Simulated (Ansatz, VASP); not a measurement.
# Be4ZnTe in VASP and in Ansatz

```
Be Zn Te
1.0
     3.73656    0.00000    0.00000
    -1.86828    3.23596    0.00000
     0.00000    0.00000    7.33638
Be Zn Te
4 1 1
Direct
  0.00000 0.00000 0.70151
  0.66667 0.33333 0.85048
  0.66667 0.33333 0.14952
  0.00000 0.00000 0.29849
  0.00000 0.00000 0.00000
  0.66667 0.33333 0.50000
```

Change from the starting cell: species swapped into the B4OsW type (P-6m2, No. 187).

Alike in both runs: functional PBE; k mesh 6 × 6 × 2; occupations gaussian, width 0.2 eV; no spin polarisation.

Ansatz relaxed the structure, and its values are those at the end. VASP's run is a single point on that final structure, the one shown.

|  | VASP | Ansatz |
| --- | --- | --- |
| version | VASP 6.6.1 | Ansatz 0.2.0 |
| potentials or method | VASP PAW PBE potentials, release 64 (Be, Zn, Te), cutoff 600 eV | scalar-relativistic, plane waves, PAW |
| valence electrons in the cell | 26 | 36 |

Ansatz gave:

| Quantity | Value |
| --- | --- |
| gap on the k mesh at the Fermi level (eV) | none |
| pressure (GPa) | 0.1 |
| rms of the force components (eV/Å) | 0.004 |

Q: Which values does VASP return?

A: gap on the k mesh at the Fermi level (eV): none; pressure (GPa): 0.2; rms of the force components (eV/Å): 0.007.

A gap of «none» marks a metal or a gap that the smearing closes. VASP's potentials hold 26 valence electrons a cell and Ansatz's 36, so a difference there can come from the potentials and not from the codes.

The k mesh is coarse, so the values compare programs but aren't converged. Spin-orbit coupling is off throughout.
